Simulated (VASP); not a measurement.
Write the native input for VASP 6.6.1 that does the following.

```
Task                   : single point
Functional             : PBE
Potentials or basis    : VASP PAW PBE potentials, release 64 (Ga_d, Se)
Cutoff                 : 520 eV
k mesh                 : 5 × 5 × 5
Occupations            : fermi-dirac, width 0.1 eV
Spin                   : no spin polarisation
Dipole correction      : no
Further INCAR settings : ALGO = Normal; EDIFF = 1e-06; NBANDS = 30
```

The structure of Ga3Se lies in POSCAR:

```
Ga3Se
1.0
    4.4324650000      0.0000000000      0.0000000000
    0.0000000000      4.4324650000      0.0000000000
    0.0000000000      0.0000000000      4.4324650000
Ga Se
3 1
Direct
    0.0000000000      0.5000000000      0.5000000000
    0.5000000000      0.0000000000      0.5000000000
    0.5000000000      0.5000000000      0.0000000000
    0.0000000000      0.0000000000      0.0000000000
```

The input as run:

INCAR

```
SYSTEM = Ga3Se
ALGO = Normal
EDIFF = 1E-6
ENCUT = 520
GGA = PE
ISIF = 2
ISMEAR = -1
LASPH = .True.
LCHARG = .False.
LREAL = .False.
LWAVE = .False.
NBANDS = 30
NELM = 100
PREC = Accurate
SIGMA = 0.1
```

KPOINTS

```
k-points
0
Gamma
  5 5 5
  0 0 0
```

Potentials or basis: VASP PAW PBE potentials, release 64 (Ga_d, Se).

The run is started by

```console
$ cat potpaw_PBE.64/Ga_d/POTCAR potpaw_PBE.64/Se/POTCAR > POTCAR
$ mpirun -np 1 vasp_std > vasp.out
```

Results of the run:

- Pressure: -0.2 GPa

Wall time 36 s on 1 thread of AMD EPYC 7R43 64-Core Processor (Zen 3), on a shared host, peak memory 0.17 GiB.
